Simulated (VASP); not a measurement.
# Cs2LiB6Os (Fm-3m) in VASP: a series of runs

Runs on Cs2LiB6Os. Level: PBE. Tasks: single point.

Program: VASP 6.6.1. These are calculated values, not measurements. Logs are shortened: lines on timing, memory, paths and dates and some standing lists are left out, and cuts for length are marked.

### 1 The cell of the first run

It takes space group Fm-3m (No. 225, cubic). The conventional cell has a = 8.156 Å, b = 8.156 Å, c = 8.156 Å, α = 90.00°, β = 90.00°, γ = 90.00°. Within 2.9 Å of Li (site symmetry m-3m) lie 6 B at 2.18 Å. Within 3.8 Å of Cs (site symmetry -43m) lie 12 B at 2.89 Å and 4 Li at 3.53 Å and 4 Os at 3.53 Å. Within 2.5 Å of Os (site symmetry m-3m) lie 6 B at 1.90 Å. B (site symmetry 4mm) has 1 Os at 1.90 Å and 1 Li at 2.18 Å within 2.5 Å.

### 2 Single point, PBE

INCAR reads:

```
SYSTEM = Cs2LiB6Os
PREC = Accurate
ENCUT = 520
EDIFF = 1E-7
ISMEAR = -1
SIGMA = 0.1
LREAL = .False.
LASPH = .True.
NELM = 100
ALGO = Normal
ISIF = 2
LWAVE = .False.
LCHARG = .False.
GGA = PE
NBANDS = 34
```

KPOINTS reads:

```
regular mesh
0
Gamma
  4 4 4
  0 0 0
```

POSCAR reads:

```
Cs2LiB6Os
1.0
    0.0000000000      4.0781040000      4.0781040000
    4.0781040000      0.0000000000      4.0781040000
    4.0781040000      4.0781040000      0.0000000000
Li Cs Os B
1 2 1 6
Direct
    0.5000000000      0.5000000000      0.5000000000
    0.2500000000      0.2500000000      0.2500000000
    0.7500000000      0.7500000000      0.7500000000
    0.0000000000      0.0000000000      0.0000000000
    0.7670000000      0.2330000000      0.2330000000
    0.2330000000      0.7670000000      0.2330000000
    0.2330000000      0.7670000000      0.7670000000
    0.7670000000      0.2330000000      0.7670000000
    0.2330000000      0.2330000000      0.7670000000
    0.7670000000      0.7670000000      0.2330000000
```

Potentials or basis: VASP PAW PBE potentials, release 64 (Li_sv, Cs_sv, Os, B).

On the command line:

```sh
> cat potpaw_PBE.64/Li_sv/POTCAR potpaw_PBE.64/Cs_sv/POTCAR potpaw_PBE.64/Os/POTCAR potpaw_PBE.64/B/POTCAR > POTCAR
> mpirun -np 1 vasp_std > vasp.out
```

OUTCAR:

```text
SYSTEM = Cs2LiB6Os
   PREC = Accurate
   ENCUT = 520
   EDIFF = 1E-7
   ISMEAR = -1
   LREAL = .False.
   LASPH = .True.
   NELM = 100
   ISIF = 2
   GGA = PE

 ion  position               nearest neighbor table
   1  0.500  0.500  0.500-   5 2.18   6 2.18   7 2.18   8 2.18   9 2.18  10 2.18
   2  0.250  0.250  0.250-
   3  0.750  0.750  0.750-
   4  0.000  0.000  0.000-   5 1.90   6 1.90   7 1.90   8 1.90   9 1.90  10 1.90
   5  0.767  0.233  0.233-   4 1.90   1 2.18
   6  0.233  0.767  0.233-   4 1.90   1 2.18
   7  0.233  0.767  0.767-   4 1.90   1 2.18
   8  0.767  0.233  0.767-   4 1.90   1 2.18
   9  0.233  0.233  0.767-   4 1.90   1 2.18
  10  0.767  0.767  0.233-   4 1.90   1 2.18

  LATTYP: Found a face centered cubic cell.
 ALAT       =     8.1562080000

  Lattice vectors:

 A1 = (   0.0000000000,   4.0781040000,   4.0781040000)
 A2 = (   4.0781040000,   0.0000000000,   4.0781040000)
 A3 = (   4.0781040000,   4.0781040000,   0.0000000000)

Analysis of symmetry for initial positions (statically):
=====================================================================
 Subroutine PRICEL returns:
 Original cell was already a primitive cell.

 Routine SETGRP: Setting up the symmetry group for a
 face centered cubic supercell.

 Subroutine GETGRP returns: Found 48 space group operations
 (whereof 48 operations were pure point group operations)
 out of a pool of 48 trial point group operations.

The static configuration has the point symmetry O_h .

Analysis of symmetry for dynamics (positions and initial velocities):
=====================================================================
 Subroutine PRICEL returns:
 Original cell was already a primitive cell.

 Routine SETGRP: Setting up the symmetry group for a
 face centered cubic supercell.

 Subroutine GETGRP returns: Found 48 space group operations
 (whereof 48 operations were pure point group operations)
 out of a pool of 48 trial point group operations.

The dynamic configuration has the point symmetry O_h .

 Subroutine INISYM returns: Found 48 space group operations
 (whereof 48 operations are pure point group operations),
 and found     1 'primitive' translations

----------------------------------------------------------------------------------------

                                     Primitive cell

  volume of cell :     135.6453

  direct lattice vectors                    reciprocal lattice vectors
     0.000000000  4.078104000  4.078104000    -0.122605995  0.122605995  0.122605995
     4.078104000  0.000000000  4.078104000     0.122605995 -0.122605995  0.122605995
     4.078104000  4.078104000  0.000000000     0.122605995  0.122605995 -0.122605995

  length of vectors
     5.767309986  5.767309986  5.767309986     0.212359813  0.212359813  0.212359813

  position of ions in fractional coordinates (direct lattice)
     0.500000000  0.500000000  0.500000000
     0.250000000  0.250000000  0.250000000
     0.750000000  0.750000000  0.750000000
     0.000000000  0.000000000  0.000000000
     0.767000000  0.233000000  0.233000000
     0.233000000  0.767000000  0.233000000
     0.233000000  0.767000000  0.767000000
     0.767000000  0.233000000  0.767000000
     0.233000000  0.233000000  0.767000000
     0.767000000  0.767000000  0.233000000

  ion indices of the primitive-cell ions
   primitive index   ion index
                 1           1
                 2           2
                 3           3
                 4           4
                 5           5
                 6           6
                 7           7
                 8           8
                 9           9
                10          10

----------------------------------------------------------------------------------------

 KPOINTS: regular mesh

Automatic generation of k-mesh.
 Grid dimensions read from file:
 generate k-points for:    4    4    4

 Generating k-lattice:

  Cartesian coordinates                     Fractional coordinates (reciprocal lattice)
    -0.030651499  0.030651499  0.030651499     0.250000000  0.000000000  0.000000000
     0.030651499 -0.030651499  0.030651499     0.000000000  0.250000000  0.000000000
     0.030651499  0.030651499 -0.030651499     0.000000000  0.000000000  0.250000000

  Length of vectors
     0.053089953  0.053089953  0.053089953

  Shift w.r.t. Gamma in fractional coordinates (k-lattice)
     0.000000000  0.000000000  0.000000000

 Subroutine IBZKPT returns following result:
 ===========================================

 Found      8 irreducible k-points:

 Following reciprocal coordinates:
            Coordinates               Weight
  0.000000  0.000000  0.000000      1.000000
  0.250000  0.000000  0.000000      8.000000
  0.500000  0.000000  0.000000      4.000000
  0.250000  0.250000  0.000000      6.000000
  0.500000  0.250000  0.000000     24.000000
 -0.250000  0.250000  0.000000     12.000000
  0.500000  0.500000  0.000000      3.000000
 -0.250000  0.500000  0.250000      6.000000
   k-points           NKPTS =      8   k-points in BZ     NKDIM =      8   number of bands    NBANDS=     34
   number of dos      NEDOS =    301   number of ions     NIONS =     10
   total plane-waves  NPLWV = 110592
   dimension x,y,z NGX =    48 NGY =   48 NGZ =   48
   dimension x,y,z NGXF=    96 NGYF=   96 NGZF=   96
   ions per type =               1   2   1   6
   NGX,Y,Z   is equivalent  to a cutoff of  13.84, 13.84, 13.84 a.u.
   NGXF,Y,Z  is equivalent  to a cutoff of  27.67, 27.67, 27.67 a.u.
 SYSTEM =  Cs2LiB6Os
   PREC   = accura    normal or accurate (medium, high low for compatibility)
   ISTART =      0    job   : 0-new  1-cont  2-samecut
   ICHARG =      2    charge: 1-file 2-atom 10-const
   ISPIN  =      1    spin polarized calculation?
   LNONCOLLINEAR =      F non collinear calculations
   LSORBIT =      F    spin-orbit coupling
   LASPH  =      T    aspherical Exc in radial PAW
   ENCUT  =  520.0 eV  38.22 Ry    6.18 a.u.  10.72 10.72 10.72*2*pi/ulx,y,z
   NELM   =    100;   NELMIN=  2; NELMDL= -5     # of ELM steps
   EDIFF  = 0.1E-06   stopping-criterion for ELM
   LREAL  =      F    real-space projection
   EDIFFG = 0.1E-05   stopping-criterion for IOM
   NSW    =      0    number of steps for IOM
   IBRION =     -1    ionic relax: 0-MD 1-quasi-New 2-CG
   NFREE  =      0    steps in history (QN), initial steepest desc. (CG)
   ISIF   =      2    stress and relaxation
   ISYM   =      2    0-nonsym 1-usesym 2-fastsym
   POTIM  = 0.5000    time-step for ionic-motion
   TEBEG  =    0.0;   TEEND  =   0.0 temperature during run
   PSTRESS=    0.0 pullay stress
   NELECT =      47.0000    total number of electrons
   NUPDOWN=      -1.0000    fix difference up-down
   EMIN   =  10.00;   EMAX   =-10.00  energy-range for DOS
   EFERMI =   0.00;   METHOD = LEGACY
   ISMEAR =    -1;   SIGMA  =   0.10  broadening in eV -4-tet -1-fermi 0-gaus
   EFERMI_NEDOS =   21; number of points for ismear=-14 and -15
   IALGO  =     38    algorithm
   IMIX   =      4    mixing-type and parameters
     AMIX     =   0.40;   BMIX     =  1.00
     AMIX_MAG =   1.60;   BMIX_MAG =  1.00
  volume/ion in A,a.u.               =      13.56        91.54
  Fermi-wavevector in a.u.,A,eV,Ry     =   1.149845  2.172891 17.988843  1.322143
  Thomas-Fermi vector in A             =   2.286512
   LORBIT       =      0    0 simple, 1 ext, 2 COOP (PROOUT), +10 PAW based schemes
   GGA     = PE    functional components
   LHFCALC =     F    Hartree Fock is set to
   AEXX    =    0.0000 exact exchange contribution
   IVDW    =     0    specifies the selected vdW correction
   LEPSILON=     F    determine dielectric tensor
   LRPA    =     F    only Hartree local field effects (RPA)
 non-spin polarized calculation
  energy-cutoff  :      520.00
  volume of cell :      135.65
 maximum number of plane-waves:      3695
 NGX is ok and might be reduce to    48
   NGX = 21   NGY = 21   NGZ = 21

 number of electron      46.9999999 magnetization

 Free energy of the ion-electron system (eV)
  ---------------------------------------------------
  ext. energy  EPLUGINS =         0.00000000
  ---------------------------------------------------
  free energy    TOTEN  =       -35.64737642 eV

  energy without entropy =      -35.48063887  energy(sigma->0) =      -35.56400764

 E-fermi :   5.1398     XC(G=0): -10.9773

 val. band max:        5.1266994802   @ k =  -0.2500   0.5000   0.2500
 cond. band min:       5.2657507376   @ k =   0.5000   0.2500   0.0000
 fundamental gap:      0.1390512574
 Fermi energy:         5.1398226505

 k-point     1 :       0.0000    0.0000    0.0000
  band No.  band energies     occupation
      1     -38.5800      2.00000
      2     -16.3545      2.00000
      3     -15.9329      2.00000
      4      -5.0201      2.00000
      5      -4.7527      2.00000
      6      -4.7527      2.00000
[... 26 lines left out ...]
     33       9.3561      0.00000
     34       9.3629      0.00000

 k-point     2 :       0.2500    0.0000    0.0000
  band No.  band energies     occupation
      1     -38.5800      2.00000
      2     -16.2878      2.00000
      3     -15.9920      2.00000
      4      -5.7328      2.00000
      5      -4.7425      2.00000
      6      -4.6673      2.00000
[... 26 lines left out ...]
     33       8.7655      0.00000
     34       8.8403      0.00000

 k-point     3 :       0.5000    0.0000    0.0000
  band No.  band energies     occupation
      1     -38.5800      2.00000
      2     -16.1406      2.00000
      3     -16.1311      2.00000
      4      -6.1699      2.00000
      5      -4.7491      2.00000
      6      -4.5080      2.00000
[... 26 lines left out ...]
     33       8.9773      0.00000
     34       8.9819      0.00000

 k-point     4 :       0.2500    0.2500    0.0000
  band No.  band energies     occupation
      1     -38.5799      2.00000
      2     -16.2755      2.00000
      3     -15.9992      2.00000
      4      -6.0274      2.00000
      5      -4.9942      2.00000
      6      -4.9942      2.00000
[... 26 lines left out ...]
     33       8.6399      0.00000
     34       9.1105      0.00000

 k-point     5 :       0.5000    0.2500    0.0000
  band No.  band energies     occupation
      1     -38.5800      2.00000
      2     -16.1794      2.00000
      3     -16.0846      2.00000
      4      -6.4535      2.00000
      5      -5.2360      2.00000
      6      -4.9892      2.00000
[... 26 lines left out ...]
     33       8.1780      0.00000
     34       8.6367      0.00000

 k-point     6 :      -0.2500    0.2500    0.0000
  band No.  band energies     occupation
      1     -38.5800      2.00000
      2     -16.2038      2.00000
      3     -16.0654      2.00000
      4      -6.2559      2.00000
      5      -5.2061      2.00000
      6      -4.6265      2.00000
[... 26 lines left out ...]
     33       8.2142      0.00000
     34       8.8736      0.00000

 k-point     7 :       0.5000    0.5000    0.0000
  band No.  band energies     occupation
      1     -38.5799      2.00000
      2     -16.1929      2.00000
      3     -16.0635      2.00000
      4      -6.7067      2.00000
      5      -5.1903      2.00000
      6      -5.1903      2.00000
[... 26 lines left out ...]
     33       7.9349      0.00000
     34       8.9187      0.00000

 k-point     8 :      -0.2500    0.5000    0.2500
  band No.  band energies     occupation
      1     -38.5800      2.00000
      2     -16.1293      2.00000
      3     -16.1293      2.00000
      4      -6.6031      2.00000
      5      -5.5650      2.00000
      6      -4.4565      2.00000
[... 26 lines left out ...]
     33       8.0841      0.00000
     34       8.5134      0.00000

------------------------ aborting loop because EDIFF is reached ----------------------------------------

  FORCE on cell =-STRESS in cart. coord.  units (eV):
  Direction    XX          YY          ZZ          XY          YZ          ZX
  --------------------------------------------------------------------------------------
  -------------------------------------------------------------------------------------
  Total       30.6750740     30.6750740     30.6750740     -0.0000000      0.0000000     -0.0000000
  in kB      362.3191716    362.3191716    362.3191716     -0.0000000      0.0000000     -0.0000000
  external PRESSURE =     362.3191716 kB  Pullay stress =       0.0000000 kB

 VOLUME and BASIS-vectors are now :
 -----------------------------------------------------------------------------
  energy-cutoff  :      520.00
  volume of cell :      135.65
      direct lattice vectors                 reciprocal lattice vectors
     0.000000000  4.078104000  4.078104000    -0.122605995  0.122605995  0.122605995
     4.078104000  0.000000000  4.078104000     0.122605995 -0.122605995  0.122605995
     4.078104000  4.078104000  0.000000000     0.122605995  0.122605995 -0.122605995

 POSITION                                       TOTAL-FORCE (eV/Angst)
 -----------------------------------------------------------------------------------
      4.07810      4.07810      4.07810        -0.000000     -0.000000     -0.000000
      2.03905      2.03905      2.03905         0.000000     -0.000000     -0.000000
      6.11716      6.11716      6.11716        -0.000000     -0.000000     -0.000000
      0.00000      0.00000      0.00000        -0.000000     -0.000000     -0.000000
      1.90040      4.07810      4.07810         3.909211     -0.000000     -0.000000
      4.07810      1.90040      4.07810        -0.000000      3.909211     -0.000000
      6.25581      4.07810      4.07810        -3.909211     -0.000000     -0.000000
      4.07810      6.25581      4.07810        -0.000000     -3.909211     -0.000000
      4.07810      4.07810      1.90040        -0.000000     -0.000000      3.909211
      4.07810      4.07810      6.25581        -0.000000     -0.000000     -3.909211
 -----------------------------------------------------------------------------------
    total drift:                               -0.000000     -0.000000     -0.000000

  FREE ENERGIE OF THE ION-ELECTRON SYSTEM (eV)
  ---------------------------------------------------
  free  energy   TOTEN  =       -35.6473764190 eV

  energy  without entropy=      -35.4806388700  energy(sigma->0) =      -35.56400764
```

Run time: 48 s. Hardware: 1 thread of AMD EPYC 9R45 (Zen 5), shared host; peak memory 0.31 GiB.

What came out:

| Quantity | Value |
| --- | --- |
| Free energy | -35.6474 eV |
| Largest force | 3.909 eV/Å |

Forces on the atoms (eV/Å):
```
Li   0.000  0.000  0.000
Cs   0.000  0.000  0.000
Cs   0.000  0.000  0.000
Os   0.000  0.000  0.000
B    3.909  0.000  0.000
B    0.000  3.909  0.000
B   -3.909  0.000  0.000
B    0.000 -3.909  0.000
B    0.000  0.000  3.909
B    0.000  0.000 -3.909
```

Caveat: the cutoff is under 1.25 times the usual one of these potentials, so pressure, stress and relaxed cells hold a basis-set (Pulay) error; spin-orbit coupling is left out, which moves the levels of the heavy elements; forces of over 1 eV/Å act on the atoms, so gaps and moduli don't describe the material at rest.

### 3 Single point, PBE

INCAR reads:

```
SYSTEM = Cs2LiB6Os
PREC = Accurate
ENCUT = 750
EDIFF = 1E-6
ISMEAR = -1
SIGMA = 0.1
LREAL = .False.
LASPH = .True.
NELM = 120
ALGO = Normal
ISIF = 2
LWAVE = .False.
LCHARG = .False.
GGA = PE
NBANDS = 38
GGA_COMPAT = .False.
```

KPOINTS is that of step 2.

POSCAR is that of step 2.

Potentials or basis: VASP PAW PBE potentials, release 64 (Li_sv, Cs_sv, Os_sv_GW, B).

On the command line:

```sh
> cat potpaw_PBE.64/Li_sv/POTCAR potpaw_PBE.64/Cs_sv/POTCAR potpaw_PBE.64/Os_sv_GW/POTCAR potpaw_PBE.64/B/POTCAR > POTCAR
> mpirun -np 1 vasp_std > vasp.out
```

Wall time 62 s (1 thread of Intel Xeon 6975P-C (Granite Rapids), shared host); peak memory 0.45 GiB.

It converged, with:

* Free energy: -36.9028 eV
* Pressure: 35.2 GPa
* Largest force: 3.711 eV/Å

Forces on the atoms (eV/Å):
```
Li   0.000  0.000  0.000
Cs   0.000  0.000  0.000
Cs   0.000  0.000  0.000
Os   0.000  0.000  0.000
B    3.711  0.000  0.000
B    0.000  3.711  0.000
B   -3.711  0.000  0.000
B    0.000 -3.711  0.000
B    0.000  0.000  3.711
B    0.000  0.000 -3.711
```

Levels at points of the mesh, in eV from the Fermi level:
```csv
k point,band 24,band 25,band 26,band 27,band 28,band 29,band 30,band 31,band 32,band 33
"(0.00, 0.00, 0.00)",-1.62,-1.62,-0.93,-0.93,-0.93,1.30,1.30,1.30,3.22,3.22
"(0.50, 0.00, 0.00)",-2.71,-2.71,-1.92,-0.20,-0.20,1.03,1.03,1.05,1.84,1.84
"(0.50, 0.50, 0.00)",-2.13,-2.13,-1.15,-0.80,-0.12,0.30,0.69,1.05,1.05,1.69
```

Caveat: spin-orbit coupling is left out, which moves the levels of the heavy elements; forces of over 1 eV/Å act on the atoms, so gaps and moduli don't describe the material at rest.
